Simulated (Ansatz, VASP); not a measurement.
One calculation of Pt, two programs

POSCAR

```
Pt
1.0
   -1.5604153263      1.5604153263      1.5604153263
    1.5604153263     -1.5604153263      1.5604153263
    1.5604153263      1.5604153263     -1.5604153263
Pt
1
Direct
    0.0000000000      0.0000000000      0.0000000000
```

File INCAR.step1:

```
SYSTEM = Pt
  PREC = Accurate
  ENCUT = 550
  ISMEAR = 0
  SIGMA = 0.1
  LREAL = .FALSE.
  LASPH = .TRUE.
  NELM = 120
  NBANDS = 11
  GGA = PE
  ALGO = Normal
  EDIFF = 1E-5
  LWAVE = .TRUE.
  LCHARG = .FALSE.
  GGA_COMPAT = .FALSE.
```

INCAR.step2

```
SYSTEM = Pt
  PREC = Accurate
  ENCUT = 550
  EDIFF = 1E-6
  ISMEAR = 0
  SIGMA = 0.1
  LREAL = .FALSE.
  LASPH = .TRUE.
  NELM = 120
  ALGO = Normal
  ISIF = 2
  LWAVE = .FALSE.
  LCHARG = .FALSE.
  METAGGA = R2SCAN
  LMIXTAU = .TRUE.
  NBANDS = 11
  ISTART = 1
  GGA_COMPAT = .FALSE.
```

KPOINTS

```
Automatic mesh
0
G
  18 18 18
  0 0 0
```

Input for Ansatz:

```yaml
crystal:
  lattice:
    - [-1.5604153263, 1.5604153263, 1.5604153263]
    - [1.5604153263, -1.5604153263, 1.5604153263]
    - [1.5604153263, 1.5604153263, -1.5604153263]
  atoms:
    - { symbol: Pt, position: [0.0, 0.0, 0.0] }
basis:
  ecutwfc: 500
kpoints:
  mp_grid: { grid: [18, 18, 18] }
hamiltonian:
  xc: r2scan
scf:
  occupations: { method: gaussian, width: 0.1 }
output:
  forces: true
  stress: true
  eigenvalues: true
```

Alike in both runs: task single point; functional r2SCAN; k mesh 18 × 18 × 18; occupations gaussian, width 0.1 eV; no spin polarisation.

|  | VASP | Ansatz |
| --- | --- | --- |
| version | VASP 6.6.1 | Ansatz 0.2.0 |
| potentials or method | VASP PAW PBE potentials, release 64 (Pt), cutoff 550 eV | scalar-relativistic, plane waves, PAW |
| valence electrons in the cell | 10 | 18 |

Ansatz gave:

| Quantity | Value |
| --- | --- |
| gap on the k mesh at the Fermi level (eV) | none |
| pressure (GPa) | 4.7 |

**Question.** What did VASP give for the same quantities?

**Answer.** gap on the k mesh at the Fermi level (eV): none; pressure (GPa): 5.5.

VASP's potentials were made for PBE, not for r2SCAN. A gap of «none» marks a metal or a gap that the smearing closes. VASP's potentials hold 10 valence electrons a cell and Ansatz's 18, so a difference there can come from the potentials and not from the codes.

Spin-orbit coupling is off throughout.
